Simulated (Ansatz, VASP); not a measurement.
# HfN in VASP and in Ansatz

```
Hf N
1.0
     0.00000    2.45482    2.45482
     2.45482    0.00000    2.45482
     2.45482    2.45482    0.00000
Hf N
1 1
Direct
  0.00000 0.00000 0.00000
  0.25000 0.25000 0.25000
```

Alike in both runs: functional PBEsol; k mesh 9 × 9 × 9; occupations fermi-dirac, width 0.05 eV; non-collinear spin, spin-orbit coupling.

```csv
,VASP,Ansatz
version,VASP 6.6.1,Ansatz 0.2.0
potentials or method,"VASP PAW PBE potentials, release 64 (Hf_pv, N)",Ansatz PAW
plane-wave cutoff (eV),520,420
valence electrons in the cell,15,31
task,single point,band structure
```

|  | VASP | Ansatz | Ansatz less VASP |
| --- | --- | --- | --- |
| pressure (GPa) | -5.9 | -5.4 | +0.50 |
| net moment per atom (μB) | 0.00 | 0.00 | 0.000 |

VASP's potentials were made for PBE, not for PBEsol. VASP's potentials hold 15 valence electrons a cell and Ansatz's 31, so a difference there can come from the potentials and not from the codes.
